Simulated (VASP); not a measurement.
Wanted: the native input for a VASP 6.6.1 run.

```yaml
Task: single point
Functional: PBE
Potentials_or_basis: VASP PAW PBE potentials, release 64 (O, Co, Pd)
Cutoff: 520 eV
k_mesh: 11 × 11 × 1
Occupations: fermi-dirac, width 0.05 eV
Spin: collinear spin, ferromagnetic start
Starting_moments: "[0.0, 0.0, 0.0, 0.0, 2.0, 2.0, 0.0, 0.0] μB"
Dipole_correction: yes
Further_INCAR_settings: ALGO = Normal; EDIFF = 1e-06; NBANDS = 45
```

The structure of CoPdO2 lies in POSCAR:

```
CoPdO2
1.0
    2.8449990154      0.0000000000      0.0000000000
   -1.4224995077      2.4638414211      0.0000000000
    0.0000000000      0.0000000000     24.9147580000
O Co Pd
4 2 2
Direct
    0.0000000000      0.0000000000      0.3010264037
    0.6666666667      0.3333333333      0.3792738424
    0.6666666667      0.3333333333      0.5402420525
    0.3333333333      0.6666666667      0.6184894912
    0.3333333333      0.6666666667      0.3401501231
    0.0000000000      0.0000000000      0.5793657719
    0.6666666667      0.3333333333      0.4597579475
    0.3333333333      0.6666666667      0.6989735963
```

The input as run:

INCAR

```
SYSTEM = CoPdO2
ALGO = Normal
DIPOL = 0.5 0.5 0.490
EDIFF = 1E-6
ENCUT = 520
GGA = PE
IDIPOL = 3
ISIF = 2
ISMEAR = -1
ISPIN = 2
LASPH = .True.
LCHARG = .False.
LDIPOL = .True.
LMAXMIX = 4
LORBIT = 11
LREAL = .False.
LWAVE = .False.
MAGMOM = 0 0 0 0 2 2 0 0
NBANDS = 45
NELM = 150
PREC = Accurate
SIGMA = 0.05
```

KPOINTS

```
k-points
0
Gamma
  11 11 1
  0 0 0
```

Potentials or basis: VASP PAW PBE potentials, release 64 (O, Co, Pd).

Command:

```console
$ cat potpaw_PBE.64/O/POTCAR potpaw_PBE.64/Co/POTCAR potpaw_PBE.64/Pd/POTCAR > POTCAR
$ mpirun -np 1 vasp_std > vasp.out
```

It gave:

```yaml
Largest_force: 1.369 eV/Å
Net_moment: 1.04 μB per cell
Site_moments: O +0.06, +0.02, +0.01, +0.05; Co +0.35, +0.13; Pd -0.00, +0.39 μB
Valence_electrons_inside_the_program's_atomic_spheres: O 4.90, 5.00, 4.99, 4.98; Co 8.34, 8.39; Pd 9.38, 9.24
```

It took 49 min on 1 thread of Oxide Virtual Turin-like Processor, on a shared host, peak memory 0.5 GiB.
